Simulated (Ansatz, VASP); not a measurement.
LaY4F in VASP and in Ansatz

```
La Y F
1.0
     4.98517    0.00000    0.00000
     0.00000    4.98517    0.00000
     0.00000    0.00000    7.34703
La Y F
1 4 1
Direct
  0.00000 0.00000 0.00000
  0.50000 0.00000 0.73404
  0.00000 0.50000 0.26596
  0.50000 0.00000 0.26596
  0.00000 0.50000 0.73404
  0.50000 0.50000 0.50000
```

Change from the starting cell: species swapped into the TbCeO4 type (P4/mmm, No. 123).

Alike in both runs: functional PBE; k mesh 4 × 4 × 4; occupations gaussian, width 0.1 eV; no spin polarisation.

Ansatz relaxed the structure, and its values are those at the end. VASP's run is a single point on that final structure, the one shown.

|  | VASP | Ansatz |
| --- | --- | --- |
| version | VASP 6.6.1 | Ansatz 0.2.0 |
| potentials or method | VASP PAW PBE potentials, release 64 (La, Y_sv, F), cutoff 520 eV | scalar-relativistic, plane waves, PAW |
| valence electrons in the cell | 62 | 62 |

Ansatz gave:

```
gap on the k mesh at the Fermi level (eV) : none
pressure (GPa)                            : 0.1
rms of the force components (eV/Å)        : 0.018
```

**Question.** What did VASP give for the same quantities?

**Answer.** gap on the k mesh at the Fermi level (eV): none; pressure (GPa): 0.0; rms of the force components (eV/Å): 0.020.

A gap of «none» marks a metal or a gap that the smearing closes. With one functional, cell and mesh, what is left measures potentials, basis and numerics.

Neither program's run includes spin-orbit coupling.
